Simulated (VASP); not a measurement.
# MgO (P-4m2) in VASP: further runs, part 2 of 2

VASP 6.6.1. The steps go on from the part before.

**3. Single point, LDA (mode 14 frozen in at -0.058 Å and mode 24 at +0.115 Å (largest displacements))**

File INCAR:

```
SYSTEM = MgO
PREC = Accurate ; ENCUT = 520
EDIFF = 1E-7 ; ISMEAR = 0
SIGMA = 0.05 ; LREAL = .FALSE.
LASPH = .TRUE. ; NELM = 60
ALGO = Normal ; ISIF = 2
LWAVE = .FALSE. ; LCHARG = .TRUE.
LELF = .TRUE. ; LVHAR = .TRUE.
NBANDS = 36
```

File KPOINTS:

```
regular mesh
0
G
  4 4 4
  0 0 0
```

File POSCAR:

```
MgO
1.0
    5.5230736673      0.0000000000      0.0000000000
    0.0000000000      5.5230736673      0.0000000000
    0.0000000000      0.0000000000      5.5230736673
Mg O
6 6
Direct
    0.2500000000      0.0002535170      0.5000000000
    0.0000000000      0.4997464830      0.2500000000
    0.5000000000      0.7500000000      0.0000000000
    0.7500000000      0.0002535170      0.5000000000
    0.0000000000      0.4997464830      0.7500000000
    0.5000000000      0.2500000000      0.0000000000
    0.2500000000      0.5289721450      0.0000000000
    0.5000000000     -0.0289721450      0.2500000000
    0.0000000000      0.7500000000      0.5000000000
    0.7500000000      0.5289721450      0.0000000000
    0.5000000000     -0.0289721450      0.7500000000
    0.0000000000      0.2500000000      0.5000000000
```

Potentials or basis: VASP PAW LDA potentials, release 64 (Mg, O).

On the command line:

```bash
cat potpaw_LDA.64/Mg/POTCAR potpaw_LDA.64/O/POTCAR > POTCAR
mpirun -np 1 vasp_std > vasp.out
```

OUTCAR:

```text
SYSTEM = MgO
   PREC = Accurate
   ENCUT = 520
   EDIFF = 1E-7
   ISMEAR = 0
   LREAL = .FALSE.
   LASPH = .TRUE.
   NELM = 60
   ISIF = 2

 ion  position               nearest neighbor table
   1  0.250  0.000  0.500-  12 1.95   9 1.95  11 1.96   8 1.96   4 2.76   4 2.76   5 3.38   2 3.38
                             6 3.38   6 3.38   3 3.38   3 3.38   5 3.38   2 3.38
   2  0.000  0.500  0.250-  12 1.95   9 1.95  10 1.96   7 1.96   5 2.76   5 2.76   1 3.38   4 3.38
                             6 3.38   6 3.38   3 3.38   3 3.38   1 3.38   4 3.38
   3  0.500  0.750  0.000-   7 1.84   8 1.84  10 1.84  11 1.84   6 2.76   6 2.76   4 3.38   5 3.38
[... 934 lines left out ...]
  energy-cutoff  :      520.00
  volume of cell :      168.48
      direct lattice vectors                 reciprocal lattice vectors
     5.523073667  0.000000000  0.000000000     0.181058603  0.000000000  0.000000000
     0.000000000  5.523073667  0.000000000     0.000000000  0.181058603  0.000000000
     0.000000000  0.000000000  5.523073667     0.000000000  0.000000000  0.181058603

 POSITION                                       TOTAL-FORCE (eV/Angst)
 -----------------------------------------------------------------------------------
      1.38077      0.00140      2.76154         0.043918     -0.680290      0.000000
      0.00000      2.76014      1.38077        -0.000000      0.680290     -0.043918
      2.76154      4.14231      0.00000        -0.000000     -0.000000      0.000000
      4.14231      0.00140      2.76154        -0.043918     -0.680290      0.000000
      0.00000      2.76014      4.14231        -0.000000      0.680290      0.043918
      2.76154      1.38077      0.00000        -0.000000     -0.000000      0.000000
      1.38077      2.92155      0.00000        -0.549736     -2.219156      0.000000
      2.76154      5.36306      1.38077         0.000000      2.219156      0.549736
      0.00000      4.14231      2.76154        -0.000000     -0.000000      0.000000
      4.14231      2.92155      0.00000         0.549736     -2.219156      0.000000
      2.76154      5.36306      4.14231         0.000000      2.219156     -0.549736
      0.00000      1.38077      2.76154        -0.000000      0.000000      0.000000
 -----------------------------------------------------------------------------------
    total drift:                                0.000000     -0.000000     -0.000000

  FREE ENERGIE OF THE ION-ELECTRON SYSTEM (eV)
  ---------------------------------------------------
  free  energy   TOTEN  =       -76.7182644977 eV

  energy  without entropy=      -76.7182644977  energy(sigma->0) =      -76.71826450
```

It took 93 s on 1 thread of Intel Xeon Platinum 8559C (Emerald Rapids), shared host; peak memory 0.25 GiB.

Results:

| Property | Result |
| --- | --- |
| Free energy | -76.7183 eV |
| Pressure | 0.2 GPa |
| Largest force | 2.286 eV/Å |
| Band gap on the k mesh | 2.70 eV, direct |

Forces on the atoms (eV/Å):
```
Mg   0.044 -0.680  0.000
Mg   0.000  0.680 -0.044
Mg   0.000  0.000  0.000
Mg  -0.044 -0.680  0.000
Mg   0.000  0.680  0.044
Mg   0.000  0.000  0.000
O   -0.550 -2.219  0.000
O    0.000  2.219  0.550
O    0.000  0.000  0.000
O    0.550 -2.219  0.000
O    0.000  2.219 -0.550
O    0.000  0.000  0.000
```

Caveat: the cell differs from its parent crystal (mode 14 frozen in at -0.058 Å and mode 24 at +0.115 Å (largest displacements)); forces of over 1 eV/Å act on the atoms, so gaps and moduli don't describe the material at rest.

**4. Single point, LDA (mode 14 frozen in at -0.058 Å and mode 24 at -0.115 Å (largest displacements))**

File INCAR:

```
  PREC = Accurate
  ENCUT = 520
  EDIFF = 1E-6
  ISMEAR = 0
  SIGMA = 0.05
  LREAL = F
  LASPH = T
  NELM = 100
  ALGO = Normal
  ISIF = 2
  LWAVE = F
  LCHARG = F
  NBANDS = 36
```

File KPOINTS:

```
Automatic mesh
0
Gamma
  4 4 4
```

File POSCAR:

```
MgO
1.0
    5.5230736673      0.0000000000      0.0000000000
    0.0000000000      5.5230736673      0.0000000000
    0.0000000000      0.0000000000      5.5230736673
Mg O
6 6
Direct
    0.2500000000     -0.0211114680      0.5000000000
    0.0000000000      0.5211114680      0.2500000000
    0.5000000000      0.7500000000      0.0000000000
    0.7500000000     -0.0211114680      0.5000000000
    0.0000000000      0.5211114680      0.7500000000
    0.5000000000      0.2500000000      0.0000000000
    0.2500000000      0.4872562430      0.0000000000
    0.5000000000      0.0127437570      0.2500000000
    0.0000000000      0.7500000000      0.5000000000
    0.7500000000      0.4872562430      0.0000000000
    0.5000000000      0.0127437570      0.7500000000
    0.0000000000      0.2500000000      0.5000000000
```

On the command line:

```bash
cat potpaw_LDA.64/Mg/POTCAR potpaw_LDA.64/O/POTCAR > POTCAR
mpirun -np 1 vasp_std > vasp.out
```

Run time: 74 s. Hardware: 1 thread of Intel Xeon Platinum 8559C (Emerald Rapids), shared host; peak memory 0.25 GiB.

It converged, with:

```yaml
Free_energy: -76.7232 eV
Pressure: -0.2 GPa
Largest_force: 2.172 eV/Å
Band_gap_on_the_k_mesh: 2.57 eV, indirect (least direct gap 2.60 eV)
```

Forces on the atoms (eV/Å):
```
Mg   0.332  2.147  0.000
Mg   0.000 -2.147 -0.332
Mg   0.000  0.000  0.000
Mg  -0.332  2.147  0.000
Mg   0.000 -2.147  0.332
Mg   0.000  0.000  0.000
O   -0.175  1.444  0.000
O    0.000 -1.444  0.175
O    0.000  0.000  0.000
O    0.175  1.444  0.000
O    0.000 -1.444 -0.175
O    0.000  0.000  0.000
```

Stress tensor (GPa, compression positive):
```
 0.07  0.00  0.00
 0.00 -0.71  0.00
 0.00  0.00  0.07
```

Levels at points of the mesh, in eV from the valence-band top:
```
           k point  band 21  band 22  band 23  band 24  band 25  band 26  band 27  band 28
(0.00, 0.00, 0.00)    -0.34    -0.10    -0.10    -0.03     2.57     5.50     7.61     7.61
(0.50, 0.00, 0.00)    -0.45    -0.23    -0.12    -0.02     4.42     4.48     7.35     7.35
(0.00, 0.50, 0.00)    -0.36    -0.36    -0.12    -0.12     4.18     4.87     6.95     7.50
(0.50, 0.50, 0.00)    -0.80    -0.42    -0.15    -0.12     4.94     5.31     6.11     6.79
(0.50, 0.00, 0.50)    -0.66    -0.24    -0.24     0.00     5.38     5.38     5.45     6.36
(0.50, 0.50, 0.50)    -1.01    -0.85    -0.37    -0.37     5.77     5.77     6.68     6.69
```

Caveat: the cell differs from its parent crystal (mode 14 frozen in at -0.058 Å and mode 24 at -0.115 Å (largest displacements)); forces of over 1 eV/Å act on the atoms, so gaps and moduli don't describe the material at rest. A k mesh can miss the band edges.

**5. Single point, LDA (mode 14 frozen in at -0.058 Å and mode 24 at +0.058 Å (largest displacements))**

File INCAR:

```
ALGO = Normal ; EDIFF = 1E-7
ENCUT = 520 ; ISIF = 2
ISMEAR = 0 ; LASPH = True
LCHARG = False ; LREAL = False
LWAVE = False ; NBANDS = 36
NELM = 100 ; PREC = Accurate
SIGMA = 0.05
```

File KPOINTS:

```
k-points
0
Gamma
  4 4 4
```

File POSCAR:

```
MgO
1.0
    5.5230736673      0.0000000000      0.0000000000
    0.0000000000      5.5230736673      0.0000000000
    0.0000000000      0.0000000000      5.5230736673
Mg O
6 6
Direct
    0.2500000000     -0.0050877293      0.5000000000
    0.0000000000      0.5050877293      0.2500000000
    0.5000000000      0.7500000000      0.0000000000
    0.7500000000     -0.0050877293      0.5000000000
    0.0000000000      0.5050877293      0.7500000000
    0.5000000000      0.2500000000      0.0000000000
    0.2500000000      0.5185431695      0.0000000000
    0.5000000000     -0.0185431695      0.2500000000
    0.0000000000      0.7500000000      0.5000000000
    0.7500000000      0.5185431695      0.0000000000
    0.5000000000     -0.0185431695      0.7500000000
    0.0000000000      0.2500000000      0.5000000000
```

On the command line:

```bash
cat potpaw_LDA.64/Mg/POTCAR potpaw_LDA.64/O/POTCAR > POTCAR
mpirun -np 1 vasp_std > vasp.out
```

It took 89 s on 1 thread of Intel Xeon Platinum 8559C (Emerald Rapids), shared host; peak memory 0.25 GiB.

Results (log left out):

```
Free energy            : -77.1610 eV
Pressure               : -0.3 GPa
Largest force          : 1.309 eV/Å
Band gap on the k mesh : 2.82 eV, direct
```

Forces on the atoms (eV/Å):
```
Mg   0.028  0.026  0.000
Mg   0.000 -0.026 -0.028
Mg   0.000  0.000  0.000
Mg  -0.028  0.026  0.000
Mg   0.000 -0.026  0.028
Mg   0.000  0.000  0.000
O   -0.213 -1.292  0.000
O    0.000  1.292  0.213
O    0.000  0.000  0.000
O    0.213 -1.292  0.000
O    0.000  1.292 -0.213
O    0.000  0.000  0.000
```

Stress tensor (GPa, compression positive):
```
-0.25  0.00  0.00
 0.00 -0.38  0.00
 0.00  0.00 -0.25
```

Levels at points of the mesh, in eV from the valence-band top:
```
           k point  band 20  band 21  band 22  band 23  band 24  band 25  band 26  band 27  band 28  band 29
(0.00, 0.00, 0.00)    -0.68    -0.66    -0.01     0.00     0.00     2.82     5.81     7.93     7.93     8.00
(0.50, 0.00, 0.00)    -0.81    -0.65    -0.64    -0.01     0.00     4.73     4.73     7.56     7.57     7.80
(0.00, 0.50, 0.00)    -0.83    -0.63    -0.63     0.00     0.00     4.63     4.88     7.50     7.64     7.83
(0.50, 0.50, 0.00)    -0.82    -0.63    -0.62    -0.50     0.00     5.42     5.69     6.08     6.78     8.09
(0.50, 0.00, 0.50)    -0.83    -0.63    -0.63    -0.49    -0.01     5.67     5.69     5.69     6.76     8.41
(0.50, 0.50, 0.50)    -1.00    -0.88    -0.88    -0.86    -0.86     6.19     6.19     7.05     7.22     7.58
```

Caveat: the cell differs from its parent crystal (mode 14 frozen in at -0.058 Å and mode 24 at +0.058 Å (largest displacements)); forces of over 1 eV/Å act on the atoms, so gaps and moduli don't describe the material at rest.
